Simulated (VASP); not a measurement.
# MnS (P1) in VASP: notebook, part 3 of 3

VASP 6.6.1.

## (5) Single point, PBEsol+U, collinear spin, ferromagnetic start

File INCAR:

```
SYSTEM = MnS
  ALGO = Normal
  EDIFF = 1E-7
  ENCUT = 520
  GGA = PS
  ISIF = 2
  ISMEAR = 1
  ISPIN = 2
  LASPH = .True.
  LCHARG = .False.
  LDAU = .True.
  LDAUJ = 0.9 0
  LDAUL = 2 -1
  LDAUPRINT = 1
  LDAUTYPE = 1
  LDAUU = 2.9 0
  LMAXMIX = 4
  LORBIT = 11
  LREAL = .False.
  LWAVE = .False.
  MAGMOM = 5.2 0
  NBANDS = 20
  NELM = 150
  PREC = Accurate
  SIGMA = 0.1
```

File KPOINTS:

```
k-points
0
Gamma
  7 6 7
  0 0 0
```

File POSCAR:

```
MnS
1.0
    3.0095500000      0.0539100000     -0.0023200000
    0.0539100000      3.0596700000      0.0029700000
   -0.0023200000      0.0029700000      3.0339900000
Mn S
1 1
Direct
    0.4919700000      0.4549900000      0.4945000000
    0.9852023860      0.0276871330      0.0065148021
```

Potentials or basis: VASP PAW PBE potentials, release 64 (Mn_pv, S).

Started as:

```sh
cat potpaw_PBE.64/Mn_pv/POTCAR potpaw_PBE.64/S/POTCAR > POTCAR
mpirun -np 1 vasp_std > vasp.out
```

OUTCAR:

```text
SYSTEM = MnS
   EDIFF = 1E-7
   ENCUT = 520
   GGA = PS
   ISIF = 2
   ISMEAR = 1
   ISPIN = 2
   LASPH = .True.
   LORBIT = 11
   LREAL = .False.
   NELM = 150
   PREC = Accurate

 ion  position               nearest neighbor table
   1  0.492  0.455  0.495-   2 2.45   2 2.48   2 2.52   2 2.57   2 2.72   2 2.76   2 2.77   2 2.81

   2  0.985  0.028  0.007-   1 2.45   1 2.48   1 2.52   1 2.57   1 2.72   1 2.76   1 2.77   1 2.81

  LATTYP: Found a triclinic cell.
 ALAT       =     4.2154986622
 B/A-ratio  =     0.7140397711
 C/A-ratio  =     0.7197232365
 COS(alpha) =     0.0015177687
 COS(beta)  =     0.0024890164
 COS(gamma) =     0.6882544376

  Lattice vectors:

 A1 = (  -2.9556400000,   3.0057600000,   0.0052900000)
 A2 = (  -3.0095500000,  -0.0539100000,   0.0023200000)
 A3 = (  -0.0023200000,   0.0029700000,   3.0339900000)

Analysis of symmetry for initial positions (statically):
=====================================================================
 Subroutine PRICEL returns:
 Original cell was already a primitive cell.

 Routine SETGRP: Setting up the symmetry group for a
 triclinic supercell.

 Subroutine GETGRP returns: Found  1 space group operations
 (whereof  1 operations were pure point group operations)
 out of a pool of  2 trial point group operations.

The static configuration has the point symmetry C_1 .

Analysis of symmetry for dynamics (positions and initial velocities):
=====================================================================
 Subroutine PRICEL returns:
 Original cell was already a primitive cell.

 Routine SETGRP: Setting up the symmetry group for a
 triclinic supercell.

 Subroutine GETGRP returns: Found  1 space group operations
 (whereof  1 operations were pure point group operations)
 out of a pool of  2 trial point group operations.

The dynamic configuration has the point symmetry C_1 .

Analysis of structural, dynamic, and magnetic symmetry:
=====================================================================
 Subroutine PRICEL returns:
 Original cell was already a primitive cell.

 Routine SETGRP: Setting up the symmetry group for a
 triclinic supercell.

 Subroutine GETGRP returns: Found  1 space group operations
 (whereof  1 operations were pure point group operations)
 out of a pool of  2 trial point group operations.

The overall configuration has the point symmetry C_1 .

 Subroutine INISYM returns: Found  1 space group operations
 (whereof  1 operations are pure point group operations),
 and found     1 'primitive' translations

----------------------------------------------------------------------------------------

                                     Primitive cell

  volume of cell :      27.9288

[... 111 lines left out ...]
  Thomas-Fermi vector in A             =   2.558634
   LORBIT       =     11    0 simple, 1 ext, 2 COOP (PROOUT), +10 PAW based schemes
 LDA+U is selected, type is set to LDAUTYPE =  1
   angular momentum for each species LDAUL =     2   -1
   U (eV)           for each species LDAUU =   2.9  0.0
   J (eV)           for each species LDAUJ =   0.9  0.0
   GGA     = PS    functional components
   LHFCALC =     F    Hartree Fock is set to
   AEXX    =    0.0000 exact exchange contribution
   IVDW    =     0    specifies the selected vdW correction
   LEPSILON=     F    determine dielectric tensor
   LRPA    =     F    only Hartree local field effects (RPA)
 spin polarized calculation
 Methfessel and Paxton  Order N= 1 SIGMA  =   0.10
  energy-cutoff  :      520.00
  volume of cell :       27.93
 maximum number of plane-waves:       764
   NGX = 11   NGY = 11   NGZ = 11

atom =   1  type =  1  l = 2

 onsite density matrix

spin component  1

  0.9043  0.0002  0.0005 -0.0029 -0.0001
  0.0002  0.9037  0.0004  0.0108 -0.0006
  0.0005  0.0004  0.9020 -0.0001  0.0015
 -0.0029  0.0108 -0.0001  0.8924 -0.0000
 -0.0001 -0.0006  0.0015 -0.0000  0.9017

spin component  2

  0.0842 -0.0000 -0.0014  0.0035 -0.0002
 -0.0000  0.0854  0.0004 -0.0093  0.0000
 -0.0014  0.0004  0.1443 -0.0001 -0.0192
  0.0035 -0.0093 -0.0001  0.1012 -0.0003
 -0.0002  0.0000 -0.0192 -0.0003  0.1408

 occupancies and eigenvectors

  o =  0.0804  v =  0.0000  0.0000  0.0000  0.0000  0.0000  0.4119 -0.8034  0.0149 -0.4297  0.0040      0.0000  0.0000  0.0000  0.0000  0.0000  0.0000  0.0000  0.0000  0.0000  0.0000
  o =  0.0843  v =  0.0000  0.0000  0.0000  0.0000  0.0000  0.8992  0.4339  0.0220  0.0516  0.0102      0.0000  0.0000  0.0000  0.0000  0.0000  0.0000  0.0000  0.0000  0.0000  0.0000
  o =  0.1060  v =  0.0000  0.0000  0.0000  0.0000  0.0000  0.1442 -0.4075  0.0213  0.9012  0.0210      0.0000  0.0000  0.0000  0.0000  0.0000  0.0000  0.0000  0.0000  0.0000  0.0000
  o =  0.1233  v =  0.0000  0.0000  0.0000  0.0000  0.0000 -0.0298  0.0129  0.6735 -0.0225  0.7381      0.0000  0.0000  0.0000  0.0000  0.0000  0.0000  0.0000  0.0000  0.0000  0.0000
  o =  0.1618  v =  0.0000  0.0000  0.0000  0.0000  0.0000  0.0121 -0.0032 -0.7384 -0.0017  0.6742      0.0000  0.0000  0.0000  0.0000  0.0000  0.0000  0.0000  0.0000  0.0000  0.0000
  o =  0.8855  v = -0.1360  0.5078 -0.0132 -0.8504  0.0171  0.0000  0.0000  0.0000  0.0000  0.0000      0.0000  0.0000  0.0000  0.0000  0.0000  0.0000  0.0000  0.0000  0.0000  0.0000
  o =  0.9003  v = -0.1403 -0.0671  0.6635 -0.0426 -0.7306  0.0000  0.0000  0.0000  0.0000  0.0000      0.0000  0.0000  0.0000  0.0000  0.0000  0.0000  0.0000  0.0000  0.0000  0.0000
  o =  0.9033  v = -0.2026 -0.0281  0.7041  0.0183  0.6798  0.0000  0.0000  0.0000  0.0000  0.0000      0.0000  0.0000  0.0000  0.0000  0.0000  0.0000  0.0000  0.0000  0.0000  0.0000
  o =  0.9045  v =  0.9330  0.2548  0.2526 -0.0004  0.0270  0.0000  0.0000  0.0000  0.0000  0.0000      0.0000  0.0000  0.0000  0.0000  0.0000  0.0000  0.0000  0.0000  0.0000  0.0000
  o =  0.9106  v = -0.2242  0.8197  0.0081  0.5241 -0.0554  0.0000  0.0000  0.0000  0.0000  0.0000      0.0000  0.0000  0.0000  0.0000  0.0000  0.0000  0.0000  0.0000  0.0000  0.0000

 number of electron      18.9999995 magnetization       4.1405173

 Free energy of the ion-electron system (eV)
  ---------------------------------------------------
  ext. energy  EPLUGINS =         0.00000000
  ---------------------------------------------------
  free energy    TOTEN  =       -13.01320859 eV

  energy without entropy =      -13.01201019  energy(sigma->0) =      -13.01280912

 E-fermi :   9.4018     XC(G=0): -12.0921

 val. band max:        9.3984619404   @ k =   0.1429   0.5000   0.0000
 cond. band min:       9.4120773229   @ k =  -0.1429  -0.0000   0.4286
 fundamental gap:      0.0136153825
 Fermi energy:         9.4017512013

 spin component 1

 k-point     1 :       0.0000    0.0000    0.0000
  band No.  band energies     occupation
      1     -40.8593      1.00000
      2     -40.8001      1.00000
      3     -40.7691      1.00000
      4      -6.7208      1.00000
      5       4.3010      1.00000
      6       4.5617      1.00000
[... 1097 lines left out ...]
     19      25.5550      0.00000
     20      28.0249      0.00000

 [... further k-points ...]
[... 5 lines left out ...]
  --------------------------------------------------------------------------------------
  -------------------------------------------------------------------------------------
  Total        2.0941014      1.7888368      1.9552138      0.0132892      0.1198838     -0.0337619
  in kB      120.1311841    102.6192358    112.1636969      0.7623569      6.8773119     -1.9368018
  external PRESSURE =     111.6380389 kB  Pullay stress =       0.0000000 kB

 VOLUME and BASIS-vectors are now :
 -----------------------------------------------------------------------------
  energy-cutoff  :      520.00
  volume of cell :       27.93
      direct lattice vectors                 reciprocal lattice vectors
     3.009550000  0.053910000 -0.002320000     0.332380700 -0.005856650  0.000259895
     0.053910000  3.059670000  0.002970000    -0.005856650  0.326936139 -0.000324519
    -0.002320000  0.002970000  3.033990000     0.000259895 -0.000324519  0.329599493

 POSITION                                       TOTAL-FORCE (eV/Angst)
 -----------------------------------------------------------------------------------
      1.50399      1.42011      1.50052        -0.163589      0.399816      0.082249
      2.96649      0.13785      0.01756         0.163589     -0.399816     -0.082249
 -----------------------------------------------------------------------------------
    total drift:                                0.000495      0.000219      0.000889

  FREE ENERGIE OF THE ION-ELECTRON SYSTEM (eV)
  ---------------------------------------------------
  free  energy   TOTEN  =       -13.0132085859 eV

  energy  without entropy=      -13.0120101902  energy(sigma->0) =      -13.01280912

 total charge

# of ion       s       p       d       tot
------------------------------------------
    1        0.240   6.209   5.037  11.485
    2        1.360   2.345   0.000   3.705
--------------------------------------------------
tot          1.600   8.554   5.037  15.190

 magnetization (x)

# of ion       s       p       d       tot
------------------------------------------
    1        0.015   0.039   3.940   3.994
    2        0.028  -0.057   0.000  -0.029
--------------------------------------------------
tot          0.043  -0.019   3.940   3.965
```

It took 46 s on 1 thread of Intel Xeon 6975P-C (Granite Rapids), shared host; peak memory 0.24 GiB.

Results:

```yaml
Free_energy: -13.0132 eV
Pressure: 11.2 GPa
Largest_force: 0.440 eV/Å
Net_moment: 4.14 μB per cell
Site_moments: Mn +3.99; S -0.03 μB
Valence_electrons_inside_the_program's_atomic_spheres: Mn 11.48; S 3.71
```

Forces in eV/Å, atoms in the order of the input:
```
Mn  -0.164  0.400  0.082
S    0.164 -0.400 -0.082
```

Stress tensor (GPa, compression positive):
```
12.01  0.08 -0.19
 0.08 10.26  0.69
-0.19  0.69 11.22
```

Eigenvalues of the final occupation matrices:
```
    site  spin  trace               eigenvalues
site 1 d     1   4.50  0.89 0.90 0.90 0.90 0.91
site 1 d     2   0.56  0.08 0.08 0.11 0.12 0.16
```

Caveat: the cell stands under pressure; the PAW data sets were made with another functional, which shifts forces and pressure a little; a cell with one magnetic atom can't hold antiferromagnetic order, which such compounds often take.

## (6) Single point, PBEsol+U, collinear spin, ferromagnetic start

This run uses another cell than the first one, of 14.03 Å³/atom.

INCAR is that of step 5.

KPOINTS is that of step 5.

File POSCAR:

```
MnS
1.0
    3.0145575800      0.0539997007     -0.0023238602
    0.0539997007      3.0647609744      0.0029749418
   -0.0023238602      0.0029749418      3.0390382456
Mn S
1 1
Direct
    0.4919700000      0.4549900000      0.4945000000
    0.9918500000      0.0275700000      0.0065200000
```

Potentials or basis: VASP PAW PBE potentials, release 64 (Mn_pv, S).

Started as:

```sh
cat potpaw_PBE.64/Mn_pv/POTCAR potpaw_PBE.64/S/POTCAR > POTCAR
mpirun -np 1 vasp_std > vasp.out
```

Wall time 45 s (1 thread of Intel Xeon 6975P-C (Granite Rapids), shared host); peak memory 0.23 GiB.

It converged, with:

| Quantity | Value |
| --- | --- |
| Free energy | -13.0260 eV |
| Pressure | 11.6 GPa |
| Largest force | 0.425 eV/Å |
| Net moment | 4.22 μB per cell |
| Site moments | Mn +4.04; S -0.01 μB |
| Valence electrons inside the program's atomic spheres | Mn 11.47; S 3.71 |

Forces on the atoms (eV/Å):
```
Mn  -0.116  0.400  0.082
S    0.116 -0.400 -0.082
```

Stress tensor (GPa, compression positive):
```
12.51  0.53 -0.12
 0.53 10.57  0.65
-0.12  0.65 11.71
```

Levels at points of the mesh, in eV from the Fermi level:
Spin up:
| k point | band 10 | band 11 | band 12 | band 13 | band 14 | band 15 |
| --- | --- | --- | --- | --- | --- | --- |
| (0.00, 0.00, 0.00) | -1.79 | -1.77 | -1.55 | 2.04 | 6.19 | 6.60 |
| (0.00, 0.50, 0.00) | -2.64 | 0.73 | 0.79 | 4.95 | 6.34 | 7.92 |
Spin down:
| k point | band 5 | band 6 | band 7 | band 8 | band 9 | band 10 |
| --- | --- | --- | --- | --- | --- | --- |
| (0.00, 0.00, 0.00) | -2.42 | -1.90 | -1.71 | -0.97 | -0.20 | 2.04 |
| (0.00, 0.50, 0.00) | -8.25 | -2.14 | -2.01 | -0.06 | 2.30 | 2.59 |

Eigenvalues of the final occupation matrices:
```
    site  spin  trace               eigenvalues
site 1 d     1   4.52  0.89 0.90 0.90 0.91 0.91
site 1 d     2   0.53  0.08 0.08 0.10 0.11 0.15
```

Caveat: the cell stands under pressure; the PAW data sets were made with another functional, which shifts forces and pressure a little; a cell with one magnetic atom can't hold antiferromagnetic order, which such compounds often take.

## (7) Overview

| cell | gap on the mesh (eV) | pressure (GPa) | moment (μB) | largest force (eV/Å) |
| --- | --- | --- | --- | --- |
| a = 3.010, b = 3.060, c = 3.034 Å, angles 89.9, 90.1, 88.0°, 2 atoms, atomic positions A | none | 11.1 | 4.14 | 0.41 |
| a = 3.010, b = 3.060, c = 3.034 Å, angles 89.9, 90.1, 88.0°, 2 atoms, atomic positions B | none | 11.1 | 4.14 | 0.42 |
| a = 3.010, b = 3.060, c = 3.034 Å, angles 89.9, 90.1, 88.0°, 2 atoms, atomic positions C | none | 11.1 | 4.14 | 0.39 |
| a = 3.010, b = 3.060, c = 3.034 Å, angles 89.9, 90.1, 88.0°, 2 atoms, atomic positions D | none | 11.2 | 4.14 | 0.44 |
| a = 3.015, b = 3.065, c = 3.039 Å, angles 89.9, 90.1, 88.0°, 2 atoms, atomic positions E | none | 11.6 | 4.22 | 0.42 |

Alike in all rows: task single point; level PBEsol+U; potentials or basis VASP PAW PBE potentials, release 64 (Mn_pv, S); spin collinear, ferromagnetic start; Mn d U = 2.9 eV, J = 0.9 eV; k mesh 7 × 6 × 7; cutoff (eV) 520; smearing methfessel-paxton 0.1 eV.

Caveats: the cell stands under pressure; the PAW data sets were made with another functional, which shifts forces and pressure a little; a cell with one magnetic atom can't hold antiferromagnetic order, which such compounds often take.

Total energies depend on the potentials used, so only differences within one code and one set of settings carry meaning.
